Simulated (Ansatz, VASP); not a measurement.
# Ta4W: VASP beside Ansatz

```
CELL_PARAMETERS angstrom
4.60023 0.00000 0.00000
-2.30011 3.98391 0.00000
0.00000 0.00000 19.75610
ATOMIC_POSITIONS crystal
W 0.83333 0.16667 0.41695
Ta 0.16667 0.83333 0.45567
Ta 0.50000 0.50000 0.50000
Ta 0.83333 0.16667 0.54433
Ta 0.16667 0.83333 0.58305
```

Alike in both runs: task single point; functional LDA; k mesh 10 × 10 × 1; occupations fermi-dirac, width 0.05 eV; no spin polarisation.

|  | VASP | Ansatz |
| --- | --- | --- |
| version | VASP 6.6.1 | Ansatz 0.2.0 |
| potentials or method | VASP PAW LDA potentials, release 64 (W_sv, Ta_pv) | PAW with Ansatz's default frozen-core files, scalar-relativistic |
| plane-wave cutoff (eV) | 520 | 420 |
| valence electrons in the cell | 58 | 66 |

```csv
,VASP,Ansatz,Ansatz less VASP
rms of the force components (eV/Å),0.524,0.549,+0.0255
```

LDA's correlation is that of Perdew and Zunger in VASP and of Perdew and Wang (1992) in Ansatz. Atom by atom the forces differ by 0.041 eV/Å (rms over components). VASP's potentials hold 58 valence electrons a cell and Ansatz's 66, so a difference there can come from the potentials and not from the codes.

Spin-orbit coupling is off throughout.
